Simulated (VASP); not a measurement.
Set up this calculation in VASP 6.6.1, as the native input.

```
Task                   : single point
Functional             : r2SCAN
Potentials or basis    : VASP PAW PBE potentials, release 64 (Al, O)
Cutoff                 : 770 eV
k mesh                 : 4 × 4 × 2, shifted
Occupations            : gaussian, width 0.01 eV
Spin                   : no spin polarisation
Dipole correction      : no
Mended                 : yes
Further INCAR settings : ALGO = Normal; EDIFF = 1e-06; NBANDS = 20; ISYM = -1
```

Crystal: Al2O3.

```
Al O
1.0
     3.01748    0.00000    0.00000
    -1.50874    2.61322    0.00000
     0.00000    0.00000    7.57464
Al O
2 3
Direct
  0.99993 0.00007 0.27448
  0.99944 0.00056 0.71431
  0.33333 0.66667 0.19945
  0.66603 0.33397 0.78933
  0.99968 0.00032 0.49439
```

One way to write it, as run:

POSCAR

```
Al2O3
1.0
    3.0174825428      0.0000000000      0.0000000000
   -1.5087412714      2.6132165376      0.0000000000
    0.0000000000      0.0000000000      7.5746360000
Al O
2 3
Direct
   -0.0000745043      0.0000745043      0.2744784516
   -0.0005635954      0.0005635954      0.7143140745
    0.3333333333      0.6666666667      0.1994540002
    0.6660281113      0.3339718887      0.7893298906
   -0.0003175636      0.0003175636      0.4943942844
```

INCAR.step1

```
  PREC = Accurate
  ENCUT = 770
  ISMEAR = 0
  SIGMA = 0.01
  LREAL = False
  LASPH = True
  NELM = 120
  ISYM = -1
  NBANDS = 20
  GGA = PE
  ALGO = Normal
  EDIFF = 1E-5
  LWAVE = True
  LCHARG = False
  GGA_COMPAT = False
```

INCAR.step2

```
  PREC = Accurate
  ENCUT = 770
  EDIFF = 1E-6
  ISMEAR = 0
  SIGMA = 0.01
  LREAL = False
  LASPH = True
  NELM = 120
  ALGO = Normal
  ISIF = 2
  LWAVE = False
  LCHARG = True
  METAGGA = R2SCAN
  LMIXTAU = True
  LELF = True
  LVHAR = True
  ISYM = -1
  NBANDS = 20
  ISTART = 1
  GGA_COMPAT = False
```

KPOINTS

```
explicit points
16
Reciprocal
  0.12500000   0.12500000   0.25000000 2
  0.12500000   0.12500000   0.75000000 2
  0.12500000   0.37500000   0.25000000 2
  0.12500000   0.37500000   0.75000000 2
  0.12500000   0.62500000   0.25000000 2
  0.12500000   0.62500000   0.75000000 2
  0.12500000   0.87500000   0.25000000 2
  0.12500000   0.87500000   0.75000000 2
  0.37500000   0.12500000   0.25000000 2
  0.37500000   0.12500000   0.75000000 2
  0.37500000   0.37500000   0.25000000 2
  0.37500000   0.37500000   0.75000000 2
  0.37500000   0.62500000   0.25000000 2
  0.37500000   0.62500000   0.75000000 2
  0.37500000   0.87500000   0.25000000 2
  0.37500000   0.87500000   0.75000000 2
```

Potentials or basis: VASP PAW PBE potentials, release 64 (Al, O).

Run with:

```console
$ cat potpaw_PBE.64/Al/POTCAR potpaw_PBE.64/O/POTCAR > POTCAR
$ cp INCAR.step1 INCAR
$ mpirun -np 1 vasp_std > vasp.out
$ cp INCAR.step2 INCAR
$ mpirun -np 1 vasp_std > vasp.out
```

It gave:

```json
{
  "Pressure": "-2.9 GPa",
  "Largest force": "0.086 eV/Å",
  "Band gap on the k mesh": "4.12 eV"
}
```

Caveat: the PAW data sets were made with another functional, which shifts forces and pressure a little; a shifted mesh leaves out Γ, where band edges can lie.

Run time: 83 s on 1 thread of Intel(R) Xeon(R) 6975P-C (Granite Rapids) (shared host), peak memory 0.24 GiB.
